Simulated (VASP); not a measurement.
Write the native input for VASP 6.6.1 that does the following.

| Item | Value |
| --- | --- |
| Task | single point |
| Functional | PBE |
| Potentials or basis | VASP PAW PBE potentials, release 64 (Ir, Pt) |
| Cutoff | 500 eV |
| k mesh | 6 × 6 × 4 |
| Occupations | gaussian, width 0.1 eV |
| Spin | no spin polarisation |
| Dipole correction | no |
| Further INCAR settings | ALGO = Normal; EDIFF = 1e-06; NBANDS = 21 |

The structure of Ir2Pt lies in POSCAR:

```
Ir2Pt
1.0
    3.4983755800      0.0000000000      0.0000000000
    0.0000000000      3.4983755800      0.0000000000
    0.0000000000      0.0000000000      3.9602767900
Ir Pt
2 1
Direct
    0.5000000000      0.5000000000      0.2287326400
    0.5000000000      0.5000000000      0.7712673600
    0.0000000000      0.0000000000      0.0000000000
```

The cell was built from a structure type or drawn by symmetry, and may not be a known phase.

The input as run:

INCAR

```
SYSTEM = Ir2Pt
PREC     = Accurate       ! precision mode
ENCUT    = 500            ! plane-wave cutoff, eV
EDIFF    = 1E-6           ! SCF threshold, eV
ISMEAR   = 0              ! smearing method
SIGMA    = 0.1            ! smearing width, eV
LREAL    = .FALSE.        ! projectors in reciprocal space
LASPH    = .TRUE.         ! aspherical terms in the spheres
NELM     = 120            ! most SCF steps
ALGO     = Normal         ! electronic algorithm
ISIF     = 2              ! what is computed and relaxed
LWAVE    = .FALSE.        ! write WAVECAR
LCHARG   = .FALSE.        ! write CHGCAR
GGA      = PE             ! functional
NBANDS   = 21             ! bands
GGA_COMPAT= .FALSE.
```

KPOINTS

```
regular mesh
0
G
  6 6 4
  0 0 0
```

Potentials or basis: VASP PAW PBE potentials, release 64 (Ir, Pt).

The run is started by

```sh
$ cat potpaw_PBE.64/Ir/POTCAR potpaw_PBE.64/Pt/POTCAR > POTCAR
$ mpirun -np 1 vasp_std > vasp.out
```

Results of the run:

```yaml
Pressure: 96.8 GPa
Largest_force: 24.509 eV/Å
Band_gap_on_the_k_mesh: zero (bands 14 and 15 overlap by 3.08 eV)
```

Caveat: the k points lie up to 0.40 Å⁻¹ apart, too coarse for converged energies and pressures of a metal; atoms lie so close that the PAW spheres overlap strongly, which falsifies energies and pressures; spin-orbit coupling is left out, which moves the levels of the heavy elements; forces of over 1 eV/Å act on the atoms, so gaps and moduli don't describe the material at rest.

Run time: 50 s on 1 thread of Intel Xeon 8259CL, on a shared host, peak memory 0.18 GiB.
